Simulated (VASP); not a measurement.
Cs: single point with PBEsol

The system is Cs.

```
Cs
1.0
     5.09496    0.00000    0.00000
    -2.54748    4.41236    0.00000
     0.00000    0.00000    8.25383
Cs
2
Direct
  0.33333 0.66667 0.25000
  0.66667 0.33333 0.75000
```

```json
{
 "Program": "VASP 6.6.1",
 "Task": "single point",
 "Functional": "PBEsol",
 "Potentials or basis": "VASP PAW PBE potentials, release 64 (Cs_sv)",
 "Cutoff": "520 eV",
 "k mesh": "8 × 8 × 5",
 "Occupations": "fermi-dirac, width 0.08 eV",
 "Spin": "no spin polarisation",
 "Dipole correction": "no",
 "Further INCAR settings": "ALGO = Normal; EDIFF = 1e-06; NBANDS = 16"
}
```

```json
{"Pressure": "0.4 GPa", "Band gap on the k mesh": "zero (band 9 reaches 1.45 eV, above the bottom of band 10 at 0.08 eV)"}
```

Levels at points of the mesh, in eV from the Fermi level:
| k point | band 7 | band 8 | band 9 | band 10 | band 11 | band 12 |
| --- | --- | --- | --- | --- | --- | --- |
| (0.00, 0.00, 0.00) | -10.40 | -10.39 | -1.90 | -0.11 | 1.06 | 2.49 |
| (0.50, 0.00, 0.00) | -10.46 | -10.43 | -0.03 | 0.36 | 0.67 | 0.98 |

Run time: 27 s on 1 thread of Intel(R) Xeon(R) 6975P-C (Granite Rapids), with other jobs on the host, peak memory 0.32 GiB.

Caveat: the PAW data sets were made with another functional, which shifts forces and pressure a little; spin-orbit coupling is left out, which moves the levels of the heavy elements.
